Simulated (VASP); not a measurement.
Wanted: the native input for a VASP 6.6.1 run.

```
Task                   : single point
Functional             : r2SCAN
Potentials or basis    : VASP PAW PBE potentials, release 64 (Ni)
Cutoff                 : 520 eV
k mesh                 : 15 × 15 × 15
Occupations            : gaussian, width 0.01 eV
Spin                   : no spin polarisation
Dipole correction      : no
Further INCAR settings : ALGO = Normal; EDIFF = 1e-07; NBANDS = 11
```

Ni:

```
Ni
1.0
     0.00000    1.73306    1.73306
     1.73306    0.00000    1.73306
     1.73306    1.73306    0.00000
Ni
1
Direct
  0.00000 0.00000 0.00000
```

The input as run:

POSCAR

```
Ni
1.0
    0.0000000000      1.7330608651      1.7330608651
    1.7330608651      0.0000000000      1.7330608651
    1.7330608651      1.7330608651      0.0000000000
Ni
1
Direct
    0.0000000000      0.0000000000      0.0000000000
```

INCAR.step1

```
PREC = Accurate
ENCUT = 520
ISMEAR = 0
SIGMA = 0.01
LREAL = False
LASPH = True
NELM = 100
NBANDS = 11
GGA = PE
ALGO = Normal
EDIFF = 1E-4
LWAVE = True
LCHARG = False
```

INCAR.step2

```
PREC = Accurate
ENCUT = 520
EDIFF = 1E-7
ISMEAR = 0
SIGMA = 0.01
LREAL = False
LASPH = True
NELM = 100
ALGO = Normal
ISIF = 2
LWAVE = False
LCHARG = True
METAGGA = R2SCAN
LMIXTAU = True
LELF = True
LVHAR = True
NBANDS = 11
ISTART = 1
```

KPOINTS

```
regular mesh
0
Gamma
  15 15 15
```

Potentials or basis: VASP PAW PBE potentials, release 64 (Ni).

Command:

```console
$ cat potpaw_PBE.64/Ni/POTCAR > POTCAR
$ cp INCAR.step1 INCAR
$ mpirun -np 1 vasp_std > vasp.out
$ cp INCAR.step2 INCAR
$ mpirun -np 1 vasp_std > vasp.out
```

It gave:

```json
{"Pressure": "-0.1 GPa", "Band gap on the k mesh": "zero (bands 5 and 6 overlap by 1.12 eV)"}
```

Caveat: the PAW data sets were made with another functional, which shifts forces and pressure a little; the run has no spin polarisation, though such a crystal can be magnetic.

It took 32 s on 1 thread of Intel(R) Xeon(R) 6975P-C (Granite Rapids) (shared host), peak memory 0.12 GiB.
